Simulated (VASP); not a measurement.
Here is a VASP 6.6.1 calculation.

File POSCAR:

```
Ti
1.0
   -1.6258948707      1.6258948707      1.5852474989
    1.6258948707     -1.6258948707      1.5852474989
    1.6258948707      1.6258948707     -1.5852474989
Ti
1
Direct
    0.0000000000      0.0000000000      0.0000000000
```

INCAR.step1

```
SYSTEM = Ti
PREC     = Accurate       ! precision mode
ENCUT    = 520            ! plane-wave cutoff, eV
ISMEAR   = 0              ! smearing method
SIGMA    = 0.15           ! smearing width, eV
LREAL    = .FALSE.        ! projectors in reciprocal space
LASPH    = .TRUE.         ! aspherical terms in the spheres
NELM     = 60             ! most SCF steps
NBANDS   = 12             ! bands
GGA      = PE             ! functional
ALGO     = Normal         ! electronic algorithm
EDIFF    = 1E-4           ! SCF threshold, eV
LWAVE    = .TRUE.         ! write WAVECAR
LCHARG   = .FALSE.        ! write CHGCAR
```

Contents of INCAR.step2:

```
SYSTEM = Ti
PREC     = Accurate       ! precision mode
ENCUT    = 520            ! plane-wave cutoff, eV
EDIFF    = 1E-7           ! SCF threshold, eV
ISMEAR   = 0              ! smearing method
SIGMA    = 0.15           ! smearing width, eV
LREAL    = .FALSE.        ! projectors in reciprocal space
LASPH    = .TRUE.         ! aspherical terms in the spheres
NELM     = 60             ! most SCF steps
ALGO     = Normal         ! electronic algorithm
ISIF     = 2              ! what is computed and relaxed
LWAVE    = .FALSE.        ! write WAVECAR
LCHARG   = .FALSE.        ! write CHGCAR
METAGGA  = R2SCAN         ! meta-GGA
LMIXTAU  = .TRUE.       
NBANDS   = 12             ! bands
ISTART   = 1
```

File KPOINTS:

```
Automatic mesh
0
G
  26 26 26
  0 0 0
```

Potentials or basis: VASP PAW PBE potentials, release 64 (Ti_sv).

Launch:

```sh
$ cat potpaw_PBE.64/Ti_sv/POTCAR > POTCAR
$ cp INCAR.step1 INCAR
$ mpirun -np 1 vasp_std > vasp.out
$ cp INCAR.step2 INCAR
$ mpirun -np 1 vasp_std > vasp.out
```

Task: Estimate the pressure.

Result: 3.5 GPa.

Task: Estimate the band gap on the k mesh.

Result: Zero (bands 6 and 7 overlap by 1.88 eV).

Stress tensor (GPa, compression positive):
```
3.89 0.00 0.00
0.00 3.89 0.00
0.00 0.00 2.86
```

Caveat: the cell differs from its parent crystal (strain +0.000 along x and y, -0.025 along z); the cell stands under pressure; the PAW data sets were made with another functional, which shifts forces and pressure a little.
